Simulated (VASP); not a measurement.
# GaAs (F-43m) in VASP: single point with PBE

Aim: the single point of GaAs with PBE.

All numbers are computed with VASP 6.6.1; they aren't measurements. Logs are shortened: lines on timing, memory, paths and dates and some standing lists are left out, and cuts for length are marked.

## (1) The cell of the first run

The structure is cubic, space group F-43m (No. 216). Conventional cell: a = 5.746 Å, b = 5.746 Å, c = 5.746 Å, α = 90.00°, β = 90.00°, γ = 90.00°. Ga (site symmetry -43m) has 4 As at 2.49 Å within 3.3 Å. As (site symmetry -43m) has 4 Ga at 2.49 Å within 3.3 Å.

## (2) Single point, PBE

INCAR

```
SYSTEM = GaAs
PREC = Accurate ; ENCUT = 520
EDIFF = 1E-6 ; ISMEAR = 0
SIGMA = 0.05 ; LREAL = Auto
LASPH = .TRUE. ; NELM = 60
ALGO = Normal ; ISIF = 2
LWAVE = .FALSE. ; LCHARG = .TRUE.
GGA = PE ; LELF = .TRUE.
LVHAR = .TRUE. ; NBANDS = 166
```

KPOINTS

```
regular mesh
0
G
  3 3 3
  0 0 0
```

POSCAR

```
GaAs
1.0
   -5.7459815093     -5.7459815093      5.7459815093
    5.7459815093      5.7459815093      5.7459815093
   -5.7459815093      5.7459815093     -5.7459815093
Ga As
16 16
Direct
    0.2500000000      0.5000000000      0.2500000000
    0.5000000000      0.5000000000      0.0000000000
    0.2500000000      0.7500000000      0.0000000000
    0.7500000000      0.5000000000      0.7500000000
    0.5000000000      0.7500000000      0.7500000000
    0.2500000000      0.0000000000      0.7500000000
    0.0000000000      0.5000000000      0.5000000000
    0.7500000000      0.7500000000      0.5000000000
    0.5000000000      0.0000000000      0.5000000000
    0.2500000000      0.2500000000      0.5000000000
    0.0000000000      0.7500000000      0.2500000000
    0.7500000000      0.0000000000      0.2500000000
    0.5000000000      0.2500000000      0.2500000000
    0.0000000000      0.0000000000      0.0000000000
    0.7500000000      0.2500000000      0.0000000000
    0.0000000000      0.2500000000      0.7500000000
    0.0000000000      0.2500000000      0.0000000000
    0.2500000000      0.2500000000      0.7500000000
    0.0000000000      0.5000000000      0.7500000000
    0.5000000000      0.2500000000      0.5000000000
    0.2500000000      0.5000000000      0.5000000000
    0.0000000000      0.7500000000      0.5000000000
    0.7500000000      0.2500000000      0.2500000000
    0.5000000000      0.5000000000      0.2500000000
    0.2500000000      0.7500000000      0.2500000000
    0.0000000000      0.0000000000      0.2500000000
    0.7500000000      0.5000000000      0.0000000000
    0.5000000000      0.7500000000      0.0000000000
    0.2500000000      0.0000000000      0.0000000000
    0.7500000000      0.7500000000      0.7500000000
    0.5000000000      0.0000000000      0.7500000000
    0.7500000000      0.0000000000      0.5000000000
```

Potentials or basis: VASP PAW PBE potentials, release 64 (Ga_d, As).

Started as:

```bash
> cat potpaw_PBE.64/Ga_d/POTCAR potpaw_PBE.64/As/POTCAR > POTCAR
> mpirun -np 1 vasp_std > vasp.out
```

OUTCAR:

```text
SYSTEM = GaAs
   PREC = Accurate
   ENCUT = 520
   EDIFF = 1E-6
   ISMEAR = 0
   LREAL = Auto
   LASPH = .TRUE.
   NELM = 60
   ISIF = 2
   GGA = PE

 ion  position               nearest neighbor table
   1  0.250  0.500  0.250-  17 2.49  21 2.49  24 2.49  25 2.49
   2  0.500  0.500  0.000-  18 2.49  24 2.49  27 2.49  28 2.49
   3  0.250  0.750  0.000-  19 2.49  25 2.49  28 2.49  29 2.49
   4  0.750  0.500  0.750-  19 2.49  20 2.49  27 2.49  30 2.49
   5  0.500  0.750  0.750-  21 2.49  28 2.49  30 2.49  31 2.49
   6  0.250  0.000  0.750-  18 2.49  22 2.49  29 2.49  31 2.49
[... 24 lines left out ...]
  31  0.500  0.000  0.750-   5 2.49   6 2.49   9 2.49  15 2.49
  32  0.750  0.000  0.500-   8 2.49   9 2.49  12 2.49  16 2.49

  LATTYP: Found a body centered cubic cell.
 ALAT       =    11.4919630186

  Lattice vectors:

 A1 = (  -5.7459815093,  -5.7459815093,   5.7459815093)
 A2 = (   5.7459815093,   5.7459815093,   5.7459815093)
 A3 = (  -5.7459815093,   5.7459815093,  -5.7459815093)

Analysis of symmetry for initial positions (statically):
=====================================================================
 Subroutine PRICEL returns following result:

  LATTYP: Found a face centered cubic cell.
 ALAT       =     5.7459815093

  Lattice vectors:

 A1 = (   2.8729907546,   2.8729907546,   0.0000000000)
 A2 = (   2.8729907546,  -0.0000000000,  -2.8729907546)
 A3 = (  -0.0000000000,   2.8729907546,  -2.8729907546)

  16 primitive cells build up your supercell.

 Routine SETGRP: Setting up the symmetry group for a
 body centered cubic supercell.

 Subroutine GETGRP returns: Found 24 space group operations
 (whereof 24 operations were pure point group operations)
 out of a pool of 48 trial point group operations.

The static configuration has the point symmetry T_d .

Analysis of symmetry for dynamics (positions and initial velocities):
=====================================================================
 Subroutine PRICEL returns following result:

  LATTYP: Found a face centered cubic cell.
 ALAT       =     5.7459815093

  Lattice vectors:

 A1 = (   2.8729907546,   2.8729907546,   0.0000000000)
 A2 = (   2.8729907546,  -0.0000000000,  -2.8729907546)
 A3 = (  -0.0000000000,   2.8729907546,  -2.8729907546)

  16 primitive cells build up your supercell.

 Routine SETGRP: Setting up the symmetry group for a
 body centered cubic supercell.

 Subroutine GETGRP returns: Found 24 space group operations
 (whereof 24 operations were pure point group operations)
 out of a pool of 48 trial point group operations.

The dynamic configuration has the point symmetry T_d .

 Subroutine INISYM returns: Found 24 space group operations
 (whereof 24 operations are pure point group operations),
 and found    16 'primitive' translations

----------------------------------------------------------------------------------------

                                     Primitive cell

  volume of cell :      47.4278

  direct lattice vectors                    reciprocal lattice vectors
     2.872990755  2.872990755  0.000000000     0.174034671  0.174034671  0.174034671
     2.872990755 -0.000000000 -2.872990755     0.174034671 -0.174034671 -0.174034671
    -0.000000000  2.872990755 -2.872990755    -0.174034671  0.174034671 -0.174034671

  length of vectors
     4.063022490  4.063022490  4.063022490     0.301436892  0.301436892  0.301436892

  position of ions in fractional coordinates (direct lattice)
     0.000000000  1.000000000  1.000000000
     0.750000000  0.750000000  0.750000000

  ion indices of the primitive-cell ions
   primitive index   ion index
                 1           1
                 2          24

----------------------------------------------------------------------------------------

 KPOINTS: regular mesh

Automatic generation of k-mesh.
 Grid dimensions read from file:
 generate k-points for:    3    3    3

 Generating k-lattice:

  Cartesian coordinates                     Fractional coordinates (reciprocal lattice)
    -0.029005778  0.000000000  0.029005778     0.333333333  0.000000000  0.000000000
     0.000000000  0.029005778  0.029005778     0.000000000  0.333333333  0.000000000
    -0.029005778  0.029005778  0.000000000     0.000000000  0.000000000  0.333333333

  Length of vectors
     0.041020365  0.041020365  0.041020365

  Shift w.r.t. Gamma in fractional coordinates (k-lattice)
     0.000000000  0.000000000  0.000000000

 Subroutine IBZKPT returns following result:
 ===========================================

 Found      4 irreducible k-points:

 Following reciprocal coordinates:
            Coordinates               Weight
  0.000000  0.000000  0.000000      1.000000
  0.333333  0.000000  0.000000     12.000000
  0.333333  0.333333  0.000000      8.000000
 -0.333333  0.333333  0.333333      6.000000
   k-points           NKPTS =      4   k-points in BZ     NKDIM =      4   number of bands    NBANDS=    166
   number of dos      NEDOS =    301   number of ions     NIONS =     32
   total plane-waves  NPLWV = 512000
   dimension x,y,z NGX =    80 NGY =   80 NGZ =   80
   dimension x,y,z NGXF=   160 NGYF=  160 NGZF=  160
   ions per type =              16  16
   NGX,Y,Z   is equivalent  to a cutoff of  13.36, 13.36, 13.36 a.u.
   NGXF,Y,Z  is equivalent  to a cutoff of  26.73, 26.73, 26.73 a.u.
 SYSTEM =  GaAs
   PREC   = accura    normal or accurate (medium, high low for compatibility)
   ISTART =      0    job   : 0-new  1-cont  2-samecut
   ICHARG =      2    charge: 1-file 2-atom 10-const
   ISPIN  =      1    spin polarized calculation?
   LNONCOLLINEAR =      F non collinear calculations
   LSORBIT =      F    spin-orbit coupling
   LASPH  =      T    aspherical Exc in radial PAW
   ENCUT  =  520.0 eV  38.22 Ry    6.18 a.u.  18.50 18.50 18.50*2*pi/ulx,y,z
   NELM   =     60;   NELMIN=  2; NELMDL= -5     # of ELM steps
   EDIFF  = 0.1E-05   stopping-criterion for ELM
   LREAL  =      T    real-space projection
   EDIFFG = 0.1E-04   stopping-criterion for IOM
   NSW    =      0    number of steps for IOM
   IBRION =     -1    ionic relax: 0-MD 1-quasi-New 2-CG
   NFREE  =      0    steps in history (QN), initial steepest desc. (CG)
   ISIF   =      2    stress and relaxation
   ISYM   =      2    0-nonsym 1-usesym 2-fastsym
   POTIM  = 0.5000    time-step for ionic-motion
   TEBEG  =    0.0;   TEEND  =   0.0 temperature during run
   PSTRESS=    0.0 pullay stress
   NELECT =     288.0000    total number of electrons
   NUPDOWN=      -1.0000    fix difference up-down
   EMIN   =  10.00;   EMAX   =-10.00  energy-range for DOS
   EFERMI =   0.00;   METHOD = LEGACY
   ISMEAR =     0;   SIGMA  =   0.05  broadening in eV -4-tet -1-fermi 0-gaus
   EFERMI_NEDOS =   21; number of points for ismear=-14 and -15
   IALGO  =     38    algorithm
   IMIX   =      4    mixing-type and parameters
     AMIX     =   0.40;   BMIX     =  1.00
     AMIX_MAG =   1.60;   BMIX_MAG =  1.00
  volume/ion in A,a.u.               =      23.71       160.03
  Fermi-wavevector in a.u.,A,eV,Ry     =   1.185281  2.239857 19.114713  1.404892
  Thomas-Fermi vector in A             =   2.321478
   LORBIT       =      0    0 simple, 1 ext, 2 COOP (PROOUT), +10 PAW based schemes
   GGA     = PE    functional components
   LHFCALC =     F    Hartree Fock is set to
   AEXX    =    0.0000 exact exchange contribution
   IVDW    =     0    specifies the selected vdW correction
   LEPSILON=     F    determine dielectric tensor
   LRPA    =     F    only Hartree local field effects (RPA)
 non-spin polarized calculation
 Gauss-broadening in eV      SIGMA  =   0.05
  energy-cutoff  :      520.00
  volume of cell :      758.84
 maximum number of plane-waves:     20476
 NGX is ok and might be reduce to    80
   NGX = 37   NGY = 37   NGZ = 37

 number of electron     288.0000189 magnetization

 Free energy of the ion-electron system (eV)
  ---------------------------------------------------
  ext. energy  EPLUGINS =         0.00000000
  ---------------------------------------------------
  free energy    TOTEN  =      -132.40299572 eV

  energy without entropy =     -132.40272584  energy(sigma->0) =     -132.40286078

 E-fermi :   3.5744     XC(G=0):  -9.3714

 val. band max:        3.4867007341   @ k =   0.0000   0.0000   0.0000
 cond. band min:       3.6472166455   @ k =   0.0000   0.0000   0.0000
 fundamental gap:      0.1605159114
 Fermi energy:         3.5743847707

 k-point     1 :       0.0000    0.0000    0.0000
  band No.  band energies     occupation
      1     -11.3332      2.00000
      2     -11.3332      2.00000
      3     -11.3332      2.00000
      4     -11.3026      2.00000
      5     -11.3026      2.00000
      6     -11.3026      2.00000
[... 148 lines left out ...]
    155       6.1007      0.00000
    156       6.1007      0.00000

 k-point     2 :       0.3333    0.0000    0.0000
  band No.  band energies     occupation
      1     -11.3282      2.00000
      2     -11.3259      2.00000
      3     -11.3259      2.00000
      4     -11.3172      2.00000
      5     -11.3110      2.00000
      6     -11.3110      2.00000
[... 148 lines left out ...]
    155       5.9416      0.00000
    156       5.9416      0.00000

 k-point     3 :       0.3333    0.3333    0.0000
  band No.  band energies     occupation
      1     -11.3194      2.00000
      2     -11.3194      2.00000
      3     -11.3194      2.00000
      4     -11.3194      2.00000
      5     -11.3194      2.00000
      6     -11.3194      2.00000
[... 148 lines left out ...]
    155       6.0059      0.00000
    156       6.0059      0.00000

 k-point     4 :      -0.3333    0.3333    0.3333
  band No.  band energies     occupation
      1     -11.3249      2.00000
      2     -11.3249      2.00000
      3     -11.3192      2.00000
      4     -11.3192      2.00000
      5     -11.3192      2.00000
      6     -11.3192      2.00000
[... 148 lines left out ...]
    155       6.1076      0.00000
    156       6.4584      0.00000
 [bands above 156 left out]

------------------------ aborting loop because EDIFF is reached ----------------------------------------

  FORCE on cell =-STRESS in cart. coord.  units (eV):
  Direction    XX          YY          ZZ          XY          YZ          ZX
  --------------------------------------------------------------------------------------
  -------------------------------------------------------------------------------------
  Total        0.9919468      0.9919468      0.9919468      0.0000000      0.0000000      0.0000000
  in kB        2.0943358      2.0943358      2.0943358      0.0000000      0.0000000      0.0000000
  external PRESSURE =       2.0943358 kB  Pullay stress =       0.0000000 kB

 VOLUME and BASIS-vectors are now :
 -----------------------------------------------------------------------------
  energy-cutoff  :      520.00
  volume of cell :      758.84
      direct lattice vectors                 reciprocal lattice vectors
    -5.745981509 -5.745981509  5.745981509    -0.087017335  0.000000000  0.087017335
     5.745981509  5.745981509  5.745981509     0.000000000  0.087017335  0.087017335
    -5.745981509  5.745981509 -5.745981509    -0.087017335  0.087017335  0.000000000

 POSITION                                       TOTAL-FORCE (eV/Angst)
 -----------------------------------------------------------------------------------
      0.00000      2.87299      2.87299        -0.000000      0.000000     -0.000000
      0.00000      0.00000      5.74598        -0.000000     -0.000000      0.000000
      2.87299      2.87299      5.74598        -0.000000     -0.000000     -0.000000
     -5.74598      2.87299      2.87299        -0.000000     -0.000000     -0.000000
     -2.87299      5.74598      2.87299        -0.000000     -0.000000     -0.000000
     -5.74598      2.87299     -2.87299         0.000000      0.000000     -0.000000
[... 24 lines left out ...]
     -7.18248      1.43650     -1.43650         0.000000      0.000000      0.000000
     -7.18248     -1.43650      1.43650        -0.000000      0.000000      0.000000
 -----------------------------------------------------------------------------------
    total drift:                               -0.000001      0.000001      0.000003

  FREE ENERGIE OF THE ION-ELECTRON SYSTEM (eV)
  ---------------------------------------------------
  free  energy   TOTEN  =      -132.4029957182 eV

  energy  without entropy=     -132.4027258372  energy(sigma->0) =     -132.40286078
```

Wall time 14 min (1 thread of Oxide Virtual Turin-like, shared host); peak memory 1.1 GiB.

What came out:

```yaml
Free_energy: -132.4030 eV
Pressure: 0.2 GPa
Band_gap_on_the_k_mesh: 0.16 eV
```
